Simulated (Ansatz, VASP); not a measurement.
C in VASP and in Ansatz

File INCAR:

```
SYSTEM = C
PREC = Accurate
ENCUT = 600
EDIFF = 1E-6
ISMEAR = 0
SIGMA = 0.02
LREAL = .FALSE.
LASPH = .TRUE.
NELM = 120
ALGO = Normal
ISIF = 2
LWAVE = .FALSE.
LCHARG = .FALSE.
GGA = PE
NBANDS = 11
GGA_COMPAT = .FALSE.
```

KPOINTS

```
Automatic mesh
0
G
  12 12 12
  0 0 0
```

POSCAR

```
C
1.0
    0.0000000000      1.8034403942      1.8034403942
    1.8034403942      0.0000000000      1.8034403942
    1.8034403942      1.8034403942      0.0000000000
C
2
Direct
    0.0000000000      0.0000000000      0.0000000000
    0.2500000000      0.2500000000      0.2500000000
```

Input for Ansatz:

```yaml
crystal:
  lattice:
    - [0.0, 1.8034403942, 1.8034403942]
    - [1.8034403942, 0.0, 1.8034403942]
    - [1.8034403942, 1.8034403942, 0.0]
  atoms:
    - { symbol: C, position: [0.0, 0.0, 0.0] }
    - { symbol: C, position: [0.25, 0.25, 0.25] }
basis: {}
kpoints:
  mp_grid: { grid: [12, 12, 12] }
hamiltonian:
  xc: pbe
  pseudopotentials: { kind: all_electron, lapw: {} }
scf:
  occupations: { method: gaussian, width: 0.02 }
output:
  forces: true
  stress: true
  eigenvalues: true
```

Alike in both runs: task single point; functional PBE; k mesh 12 × 12 × 12; occupations gaussian, width 0.02 eV; no spin polarisation.

|  | VASP | Ansatz |
| --- | --- | --- |
| version | VASP 6.6.1 | Ansatz 0.2.0 |
| potentials or method | VASP PAW PBE potentials, release 64 (C), cutoff 600 eV | scalar-relativistic, all-electron LAPW |

```csv
,VASP,Ansatz,Ansatz less VASP
gap on the k mesh at the Fermi level (eV),4.08,4.09,+0.007
least direct gap on the mesh (eV),5.50,5.51,+0.009
pressure (GPa),-12.2,-12.1,+0.03
```

Ansatz ran all-electron here, and VASP with PAW potentials.
